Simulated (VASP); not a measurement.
Wanted: the native input for a VASP 6.6.1 run.

- Task: single point
- Functional: PBE
- Potentials or basis: VASP PAW PBE potentials, release 64 (Te, Mo_sv)
- Cutoff: 500 eV
- k mesh: 4 × 4 × 3
- Occupations: gaussian, width 0.2 eV
- Spin: no spin polarisation
- Dipole correction: no
- Further INCAR settings: ALGO = Normal; EDIFF = 1e-06; NBANDS = 43

The structure of TeMo2 lies in POSCAR:

```
TeMo2
1.0
    4.7935982583      0.0000000000      0.0000000000
   -2.3967991292      4.1513778673      0.0000000000
    0.0000000000      0.0000000000      5.3739293242
Te Mo
2 4
Direct
    0.3333333333      0.6666666667      0.2500000000
    0.6666666667      0.3333333333      0.7500000000
    0.0000000000      0.0000000000      0.0000000000
    0.0000000000      0.0000000000      0.5000000000
    0.3333333333      0.6666666667      0.7500000000
    0.6666666667      0.3333333333      0.2500000000
```

The cell was built from a structure type or drawn by symmetry, and may not be a known phase.

One way to write it, as run:

INCAR

```
PREC = Accurate
ENCUT = 500
EDIFF = 1E-6
ISMEAR = 0
SIGMA = 0.2
LREAL = False
LASPH = True
NELM = 120
ALGO = Normal
ISIF = 2
LWAVE = False
LCHARG = True
GGA = PE
LELF = True
LVHAR = True
NBANDS = 43
GGA_COMPAT = False
```

KPOINTS

```
regular mesh
0
Gamma
  4 4 3
```

Potentials or basis: VASP PAW PBE potentials, release 64 (Te, Mo_sv).

Command:

```sh
$ cat potpaw_PBE.64/Te/POTCAR potpaw_PBE.64/Mo_sv/POTCAR > POTCAR
$ mpirun -np 1 vasp_std > vasp.out
```

Results of the run:

The pressure is 0.0 GPa and the band gap on the k mesh is zero (bands 34 and 35 overlap by 0.45 eV).

Caveat: the k points lie up to 0.39 Å⁻¹ apart; spin-orbit coupling is left out, which moves the levels of the heavy elements.

Wall time 28 s on 1 thread of AMD EPYC 9R45 96-Core Processor (Zen 5), with other jobs on the host, peak memory 0.19 GiB.
